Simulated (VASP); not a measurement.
# Pt (P6_3/mmc) in VASP: notebook, part 2 of 2

VASP 6.6.1. Earlier steps stand in the parts before.

**5. Single point, r2SCAN (strain -0.040 along x and y, -0.080 along z)**

Contents of POSCAR:

```
Pt
1.0
    2.6502389911      0.0000000000      0.0000000000
   -1.3251194956      2.2951742924      0.0000000000
    0.0000000000      0.0000000000      4.4087632800
Pt
2
Direct
    0.6666666667      0.3333333333      0.7500000000
    0.3333333333      0.6666666667      0.2500000000
```

Contents of INCAR.step1:

```
SYSTEM = Pt
  ALGO = Normal
  EDIFF = 1E-4
  ENCUT = 520
  GGA = PE
  ISMEAR = 0
  LASPH = .True.
  LCHARG = .False.
  LREAL = .False.
  LWAVE = .True.
  NBANDS = 17
  NELM = 100
  PREC = Accurate
  SIGMA = 0.15
```

Contents of INCAR.step2:

```
SYSTEM = Pt
  ALGO = Normal
  EDIFF = 1E-6
  ENCUT = 520
  ISIF = 2
  ISMEAR = 0
  ISTART = 1
  LASPH = .True.
  LCHARG = .True.
  LELF = .True.
  LMIXTAU = .True.
  LREAL = .False.
  LVHAR = .True.
  LWAVE = .False.
  METAGGA = R2SCAN
  NBANDS = 17
  NELM = 100
  PREC = Accurate
  SIGMA = 0.15
```

Contents of KPOINTS:

```
k-points
0
Gamma
  18 18 10
  0 0 0
```

Potentials or basis: VASP PAW PBE potentials, release 64 (Pt).

Started as:

```sh
$ cat potpaw_PBE.64/Pt/POTCAR > POTCAR
$ cp INCAR.step1 INCAR
$ mpirun -np 1 vasp_std > vasp.out
$ cp INCAR.step2 INCAR
$ mpirun -np 1 vasp_std > vasp.out
```

OUTCAR:

```text
SYSTEM = Pt
   EDIFF = 1E-6
   ENCUT = 520
   ISIF = 2
   ISMEAR = 0
   ISTART = 1
   LASPH = .True.
   LREAL = .False.
   METAGGA = R2SCAN
   NELM = 100
   PREC = Accurate

 ion  position               nearest neighbor table
   1  0.667  0.333  0.750-   2 2.68   2 2.68   2 2.68   2 2.68   2 2.68   2 2.68
   2  0.333  0.667  0.250-   1 2.68   1 2.68   1 2.68   1 2.68   1 2.68   1 2.68

  LATTYP: Found a hexagonal cell.
 ALAT       =     2.6502389911
 C/A-ratio  =     1.6635342302

  Lattice vectors:

 A1 = (   2.6502389911,   0.0000000000,   0.0000000000)
[... 653 lines left out ...]
      5       9.0062      2.00000
      6       9.0898      2.00000
[... 9 lines left out ...]
     16      27.5994      0.00000
     17      28.6316      0.00000

 [... further k-points ...]
[... 5 lines left out ...]
  --------------------------------------------------------------------------------------
  -------------------------------------------------------------------------------------
  Total        8.6263022      8.6263022     10.2260832     -0.0000000      0.0000000      0.0000000
  in kB      515.3683711    515.3683711    610.9454170     -0.0000000      0.0000000      0.0000000
  external PRESSURE =     547.2273864 kB  Pullay stress =       0.0000000 kB

 VOLUME and BASIS-vectors are now :
 -----------------------------------------------------------------------------
  energy-cutoff  :      520.00
  volume of cell :       26.82
      direct lattice vectors                 reciprocal lattice vectors
     2.650238991  0.000000000  0.000000000     0.377324461  0.217848379  0.000000000
    -1.325119496  2.295174292  0.000000000     0.000000000  0.435696759  0.000000000
     0.000000000  0.000000000  4.408763280     0.000000000  0.000000000  0.226820978

 POSITION                                       TOTAL-FORCE (eV/Angst)
 -----------------------------------------------------------------------------------
      1.32512      0.76506      3.30657        -0.000000      0.000000      0.000000
     -0.00000      1.53012      1.10219         0.000000     -0.000000      0.000000
 -----------------------------------------------------------------------------------
    total drift:                                0.000000     -0.000000      0.000000

  FREE ENERGIE OF THE ION-ELECTRON SYSTEM (eV)
  ---------------------------------------------------
  free  energy   TOTEN  =      -102.2773101707 eV

  energy  without entropy=     -102.2408821212  energy(sigma->0) =     -102.25909615
```

OSZICAR.step1:

```text
N       E                     dE             d eps       ncg     rms          rms(c)
DAV:   1     0.106994474356E+03    0.10699E+03   -0.10675E+04  7548   0.116E+03
DAV:   2    -0.101879315360E+02   -0.11718E+03   -0.11188E+03  8130   0.257E+02
DAV:   3    -0.120470088660E+02   -0.18591E+01   -0.18406E+01  9256   0.325E+01
DAV:   4    -0.120560906249E+02   -0.90818E-02   -0.90802E-02  8928   0.234E+00
DAV:   5    -0.120561717092E+02   -0.81084E-04   -0.81083E-04  9431   0.228E-01    0.265E+01
DAV:   6    -0.114789609637E+02    0.57721E+00   -0.67755E-01  7899   0.767E+00    0.144E+01
DAV:   7    -0.113709365439E+02    0.10802E+00   -0.26771E-01  8493   0.483E+00    0.257E+00
DAV:   8    -0.113605920459E+02    0.10344E-01   -0.37043E-02  8262   0.167E+00    0.782E-01
DAV:   9    -0.113602320357E+02    0.36001E-03   -0.44154E-04  8878   0.186E-01    0.213E-02
DAV:  10    -0.113602457250E+02   -0.13689E-04   -0.85143E-06  4206   0.218E-02
   1 F= -.11360246E+02 E0= -.11340864E+02  d E =-.387632E-01
```

It took 2.6 min on 1 thread of AMD EPYC 9R45 (Zen 5), shared host; peak memory 0.18 GiB.

Results:

* Free energy: -102.2773 eV
* Pressure: 54.7 GPa
* Band gap on the k mesh: zero (bands 10 and 11 overlap by 1.69 eV)

Caveat: the cell differs from its parent crystal (strain -0.040 along x and y, -0.080 along z); the cell stands under pressure; the PAW data sets were made with another functional, which shifts forces and pressure a little; spin-orbit coupling is left out, which moves the levels of the heavy elements.

**6. Single point, r2SCAN (strain -0.080 along x and y, +0.040 along z)**

Contents of POSCAR:

```
Pt
1.0
    2.5398123665      0.0000000000      0.0000000000
   -1.2699061833      2.1995420302      0.0000000000
    0.0000000000      0.0000000000      4.9838193600
Pt
2
Direct
    0.6666666667      0.3333333333      0.7500000000
    0.3333333333      0.6666666667      0.2500000000
```

Contents of INCAR.step1:

```
  PREC = Accurate
  ENCUT = 520
  ISMEAR = 0
  SIGMA = 0.15
  LREAL = F
  LASPH = T
  NELM = 100
  NBANDS = 17
  GGA = PE
  ALGO = Normal
  EDIFF = 1E-4
  LWAVE = T
  LCHARG = F
```

Contents of INCAR.step2:

```
  PREC = Accurate
  ENCUT = 520
  EDIFF = 1E-7
  ISMEAR = 0
  SIGMA = 0.15
  LREAL = F
  LASPH = T
  NELM = 100
  ALGO = Normal
  ISIF = 2
  LWAVE = F
  LCHARG = T
  METAGGA = R2SCAN
  LMIXTAU = T
  LELF = T
  LVHAR = T
  NBANDS = 17
  ISTART = 1
```

Contents of KPOINTS:

```
Automatic mesh
0
Gamma
  18 18 10
```

Potentials or basis: VASP PAW PBE potentials, release 64 (Pt).

Started as:

```sh
$ cat potpaw_PBE.64/Pt/POTCAR > POTCAR
$ cp INCAR.step1 INCAR
$ mpirun -np 1 vasp_std > vasp.out
$ cp INCAR.step2 INCAR
$ mpirun -np 1 vasp_std > vasp.out
```

It took 3.3 min on 1 thread of AMD EPYC 9R45 (Zen 5), shared host; peak memory 0.19 GiB.

The run converged. Its results:

```yaml
Free_energy: -102.1310 eV
Pressure: 50.4 GPa
Band_gap_on_the_k_mesh: zero (bands 10 and 11 overlap by 2.26 eV)
```

Stress tensor (GPa, compression positive):
```
70.88  0.00  0.00
 0.00 70.88  0.00
 0.00  0.00  9.53
```

Levels at points of the mesh, in eV from the Fermi level:
```
           k point  band 6  band 7  band 8  band 9  band 10  band 11  band 12  band 13  band 14  band 15
(0.00, 0.00, 0.00)   -4.14   -4.14   -1.92   -1.31    -1.31    -0.10    -0.10     4.09    14.32    16.49
(0.50, 0.00, 0.00)   -2.99   -2.55   -0.37    1.26     1.38     2.93     4.71     9.00     9.02    11.53
(0.00, 0.00, 0.50)   -4.33   -4.33   -4.33   -0.63    -0.63    -0.63    -0.63    10.69    10.69    16.88
(0.50, 0.00, 0.50)   -1.83   -1.11   -1.11    1.32     1.32     1.94     1.94     8.78     8.78    14.07
```

Caveat: the cell differs from its parent crystal (strain -0.080 along x and y, +0.040 along z); the cell stands under pressure; the PAW data sets were made with another functional, which shifts forces and pressure a little; spin-orbit coupling is left out, which moves the levels of the heavy elements.

**7. Overview**

| cell | gap on the mesh (eV) | pressure (GPa) |
| --- | --- | --- |
| a = 2.540, b = 2.540, c = 4.409 Å, angles 90.0, 90.0, 120.0°, 2 atoms | none | 111.5 |
| a = 2.540, b = 2.540, c = 4.600 Å, angles 90.0, 90.0, 120.0°, 2 atoms | none | 84.4 |
| a = 2.540, b = 2.540, c = 4.792 Å, angles 90.0, 90.0, 120.0°, 2 atoms | none | 64.7 |
| a = 2.650, b = 2.650, c = 4.409 Å, angles 90.0, 90.0, 120.0°, 2 atoms | none | 54.7 |
| a = 2.540, b = 2.540, c = 4.984 Å, angles 90.0, 90.0, 120.0°, 2 atoms | none | 50.4 |

Alike in all rows: task single point; level r2SCAN; potentials or basis VASP PAW PBE potentials, release 64 (Pt); no spin polarisation; k mesh 18 × 18 × 10; cutoff (eV) 520; smearing gaussian 0.15 eV.

Caveats: the cell stands under pressure; the PAW data sets were made with another functional, which shifts forces and pressure a little; spin-orbit coupling is left out, which moves the levels of the heavy elements.

Total energies depend on the potentials used, so only differences within one code and one set of settings carry meaning.
